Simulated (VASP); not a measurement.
Runs of VASP 6.6.1 on Sn. The structure is that of space group I4/mmm (No. 139), or close to it. The cells are those of the table. 

```tsv
task	level	potentials or basis	cell	cutoff (eV)	gap on the mesh (eV)	pressure (GPa)	relaxed volume (Å³/atom)
relaxation of cell and atoms	LDA	VASP PAW LDA potentials, release 64 (Sn_d)	relaxed from a = 3.406 Å, angles 119.1, 117.2, 93.3°, 1 atom	600	none	0.0	25.97
relaxation of cell and atoms	PBEsol	VASP PAW PBE potentials, release 64 (Sn_d)	relaxed from a = 3.406 Å, angles 119.1, 117.2, 93.3°, 1 atom	600	none	0.0	(a)
single point	PBEsol	VASP PAW PBE potentials, release 64 (Sn_d)	a = 3.327 Å, angles 118.5, 118.6, 92.5°, 1 atom	520	none	-0.1	-
single point	LDA	VASP PAW LDA potentials, release 64 (Sn_d)	a = 3.298 Å, angles 118.5, 118.5, 92.6°, 1 atom	520	none	0.0	-
relaxation of cell and atoms	PBEsol+D3(BJ)	VASP PAW PBE potentials, release 64 (Sn_d)	relaxed from a = 3.406 Å, angles 119.1, 117.2, 93.3°, 1 atom	600	none	-0.1	25.44
single point	PBEsol+D3(BJ)	VASP PAW PBE potentials, release 64 (Sn_d)	a = 3.277 Å, angles 118.5, 118.5, 92.5°, 1 atom	520	none	-0.1	-
```

Alike in all rows: no spin polarisation; k mesh 11 × 11 × 11; smearing gaussian 0.1 eV.

Question: Estimate the missing entries.

Answer: (a) 26.60.

Caveats: spin-orbit coupling is left out, which moves the levels of the heavy elements; the PAW data sets were made with another functional, which shifts forces and pressure a little (at least some runs).

A k mesh can miss the band edges, and the runs leave out spin-orbit coupling on Sn.

A gap of «none» marks levels without a gap at the run's occupations.
